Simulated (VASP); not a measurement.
Here is a VASP 6.6.1 calculation.

The input INCAR:

```
SYSTEM = ZrC
  PREC = Accurate
  ENCUT = 520
  EDIFF = 1E-6
  ISMEAR = 0
  SIGMA = 0.05
  LREAL = Auto
  LASPH = .True.
  NELM = 80
  ALGO = Normal
  ISIF = 2
  LWAVE = .False.
  LCHARG = .True.
  GGA = PE
  LELF = .True.
  LVHAR = .True.
  NBANDS = 78
```

File KPOINTS:

```
Automatic mesh
0
Gamma
  4 4 4
  0 0 0
```

POSCAR

```
ZrC
1.0
    5.6813699470      0.0000175935      0.9690006325
    0.0000175935      6.6575976608     -0.0000200910
    0.9690006325     -0.0000200910      5.6815552742
Zr C
8 8
Direct
   -0.0090812405      0.1274562244     -0.0010410185
   -0.0090780425     -0.1225296433      0.4989535578
   -0.0090745698      0.6274602258     -0.0010333126
   -0.0090687308      0.3774636152      0.4989561292
    0.4909227988     -0.1225316281     -0.0010352881
    0.4909194067      0.1274638376      0.4989708344
    0.4909314737      0.3774727167     -0.0010377526
    0.4909191313      0.6274601438      0.4989694893
    0.2409139910      0.1274611824      0.2489539727
    0.2409333150      0.3774720290      0.7489568378
    0.2409212928      0.6274600053      0.2489655775
    0.2409265381      0.8774716180      0.7489473009
    0.7409344597      0.3774653803      0.2489483798
    0.7409111609      0.1274621859      0.7489548349
    0.7409230924      0.8774677644      0.2489512055
    0.7409247237      0.6274645867      0.7489556724
```

Potentials or basis: VASP PAW PBE potentials, release 64 (Zr_sv, C).

Launch:

```console
$ cat potpaw_PBE.64/Zr_sv/POTCAR potpaw_PBE.64/C/POTCAR > POTCAR
$ mpirun -np 1 vasp_std > vasp.out
```

Estimate the pressure.

0.3 GPa.

Predict the band gap on the k mesh.

zero (bands 64 and 65 overlap by 1.30 eV).

Forces on the atoms (eV/Å):
```
Zr   0.001  0.000 -0.001
Zr   0.001 -0.002  0.000
Zr   0.001  0.000 -0.002
Zr   0.000 -0.001 -0.001
Zr   0.001 -0.001 -0.001
Zr   0.001 -0.001 -0.002
Zr   0.001 -0.002 -0.001
Zr   0.001  0.000 -0.002
C    0.000  0.004  0.003
C   -0.002 -0.002  0.000
C    0.000  0.004  0.002
C   -0.002 -0.002  0.000
C   -0.002 -0.002  0.000
C    0.001  0.004  0.003
C   -0.002 -0.002  0.000
C    0.000  0.004  0.003
```
